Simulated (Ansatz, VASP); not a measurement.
# KCdCO3F: VASP beside Ansatz

```
CELL_PARAMETERS angstrom
5.23207 0.00000 0.00000
-2.61604 4.53111 0.00000
0.00000 0.00000 9.06884
ATOMIC_POSITIONS crystal
K 0.66667 0.33333 0.50000
K 0.66667 0.33333 0.00000
Cd 0.00000 0.00000 0.25000
Cd 0.00000 0.00000 0.75000
C 0.33333 0.66667 0.25000
C 0.33333 0.66667 0.75000
O 0.40020 0.94104 0.25000
O 0.54085 0.59980 0.25000
O 0.05896 0.45915 0.25000
O 0.05896 0.59980 0.75000
O 0.40020 0.45915 0.75000
O 0.54085 0.94104 0.75000
F 0.00000 0.00000 0.50000
F 0.00000 0.00000 0.00000
```

Alike in both runs: functional PBE; k mesh 6 × 6 × 4; occupations fermi-dirac, width 0.02 eV; no spin polarisation.

Ansatz relaxed the structure, and its values are those at the end. VASP's run is a single point on that final structure, the one shown.

```csv
,VASP,Ansatz
version,VASP 6.6.1,Ansatz 0.2.0
potentials or method,"VASP PAW PBE potentials, release 64 (K_sv, Cd_sv_GW, C, O, F), cutoff 700 eV",PAW plane waves
valence electrons in the cell,116,116
```

|  | VASP | Ansatz | Ansatz less VASP |
| --- | --- | --- | --- |
| gap on the k mesh at the Fermi level (eV) | 3.06 | 3.07 | +0.004 |
| pressure (GPa) | 0.2 | 0.0 | -0.18 |
| rms of the force components (eV/Å) | 0.090 | 0.001 | -0.0894 |
